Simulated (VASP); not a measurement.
Write the native input for VASP 6.6.1 that does the following.

| Property | Result |
| --- | --- |
| Task | single point |
| Functional | PBE |
| Potentials or basis | VASP PAW PBE potentials, release 64 (Sr_sv, Tm_3, Si), 4f in core |
| Cutoff | 500 eV |
| k mesh | 4 × 4 × 2 |
| Occupations | gaussian, width 0.2 eV |
| Spin | no spin polarisation |
| Dipole correction | no |
| Further INCAR settings | ALGO = Normal; EDIFF = 1e-06; NBANDS = 36 |

The structure of Sr4TmSi lies in POSCAR:

```
Sr4TmSi
1.0
    4.0073153553     -4.3298889958      0.0000000000
    4.0073153553      4.3298889958      0.0000000000
    0.0000000000      0.0000000000     13.3820440151
Sr Tm Si
4 1 1
Direct
    0.5000000000      0.0000000000      0.5000000000
    0.0000000000      0.5000000000      0.5000000000
    0.0000000000      0.0000000000      0.7253721172
    0.0000000000      0.0000000000      0.2746278828
    0.0000000000      0.0000000000      0.0000000000
    0.0000000000      0.0000000000      0.5000000000
```

The cell was generated, and may not be a known phase.

One way to write it, as run:

INCAR

```
PREC = Accurate ; ENCUT = 500
EDIFF = 1E-6 ; ISMEAR = 0
SIGMA = 0.2 ; LREAL = F
LASPH = T ; NELM = 200
ALGO = Normal ; ISIF = 2
LWAVE = F ; LCHARG = F
GGA = PE ; NBANDS = 36
GGA_COMPAT = F ; LMAXMIX = 6
```

KPOINTS

```
regular mesh
0
Gamma
  4 4 2
```

Potentials or basis: VASP PAW PBE potentials, release 64 (Sr_sv, Tm_3, Si), 4f in core.

Launch:

```console
$ cat potpaw_PBE.64/Sr_sv/POTCAR potpaw_PBE.64/Tm_3/POTCAR potpaw_PBE.64/Si/POTCAR > POTCAR
$ mpirun -np 1 vasp_std > vasp.out
```

Results of the run:

```
Pressure               : 0.5 GPa
Largest force          : 0.031 eV/Å
Band gap on the k mesh : zero (an odd number of electrons rules out a gap without spin polarisation)
```

Caveat: spin-orbit coupling is left out, which moves the levels of the heavy elements; the 4f electrons are frozen in the core, so they carry no moment and show no levels.

Wall time 4.9 min on 1 thread of Intel(R) Xeon(R) Platinum 8488C (Sapphire Rapids), with other jobs on the host, peak memory 0.65 GiB.
